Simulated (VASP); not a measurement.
**Pt: single point with r2SCAN**

The system is Pt.

```xyz
1
Lattice="0.0000 1.9483 1.9483 1.9483 0.0000 1.9483 1.9483 1.9483 0.0000" Properties=species:S:1:pos:R:3 pbc="T T T"
Pt    0.0000    0.0000    0.0000
```

```yaml
Program: VASP 6.6.1
Task: single point
Functional: r2SCAN
Potentials_or_basis: VASP PAW PBE potentials, release 64 (Pt)
Cutoff: 520 eV
k_mesh: 24 × 24 × 24
Occupations: fermi-dirac, width 0.05 eV
Spin: no spin polarisation
Dipole_correction: no
Further_INCAR_settings: ALGO = Normal; EDIFF = 1e-06; NBANDS = 11
```

| Quantity | Value |
| --- | --- |
| Pressure | 10.9 GPa |
| Band gap on the k mesh | zero (bands 5 and 6 overlap by 2.46 eV) |

Levels at points of the mesh, in eV from the Fermi level:
```csv
k point,band 2,band 3,band 4,band 5,band 6,band 7,band 8,band 9
"(0.00, 0.00, 0.00)",-4.03,-4.03,-4.03,-1.79,-1.79,15.43,20.72,20.72
"(0.50, 0.00, 0.00)",-4.14,-4.14,-0.37,0.04,0.04,6.33,15.09,20.12
"(0.50, 0.50, 0.00)",-7.07,-0.04,0.56,0.56,1.92,9.58,12.10,12.10
```

It took 76 s on 1 thread of Intel(R) Xeon(R) 6975P-C (Granite Rapids), with other jobs on the host, peak memory 0.18 GiB.

Caveat: the cell stands under pressure; the PAW data sets were made with another functional, which shifts forces and pressure a little; spin-orbit coupling is left out, which moves the levels of the heavy elements.
